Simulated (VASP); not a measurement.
Wanted: the native input for a VASP 6.6.1 run.

```yaml
Task: single point
Functional: PBE
Potentials_or_basis: VASP PAW PBE potentials, release 64 (Os)
Cutoff: 520 eV
k_mesh: 21 × 21 × 12
Occupations: fermi-dirac, width 0.1 eV
Spin: no spin polarisation
Dipole_correction: no
Further_INCAR_settings: ALGO = Normal; EDIFF = 1e-07; NBANDS = 15
```

The structure of Os lies in POSCAR:

```
Os
1.0
    2.7921958013      0.0000000000      0.0000000000
   -1.3960979007      2.4181124963      0.0000000000
    0.0000000000      0.0000000000      4.3998000589
Os
2
Direct
    0.3333333333      0.6666666667      0.2500000000
    0.6666666667      0.3333333333      0.7500000000
```

These files were run (other wordings do the same):

INCAR

```
PREC = Accurate
ENCUT = 520
EDIFF = 1E-7
ISMEAR = -1
SIGMA = 0.1
LREAL = False
LASPH = True
NELM = 80
ALGO = Normal
ISIF = 2
LWAVE = False
LCHARG = False
GGA = PE
NBANDS = 15
```

KPOINTS

```
regular mesh
0
Gamma
  21 21 12
```

Potentials or basis: VASP PAW PBE potentials, release 64 (Os).

Run with:

```sh
$ cat potpaw_PBE.64/Os/POTCAR > POTCAR
$ mpirun -np 1 vasp_std > vasp.out
```

It gave:

The pressure is -14.5 GPa and the band gap on the k mesh is zero (bands 8 and 9 overlap by 3.53 eV).

Caveat: the cell stands under tension; spin-orbit coupling is left out, which moves the levels of the heavy elements.

It took 48 s on 1 thread of Intel(R) Xeon(R) 6975P-C (Granite Rapids) (shared host), peak memory 0.25 GiB.
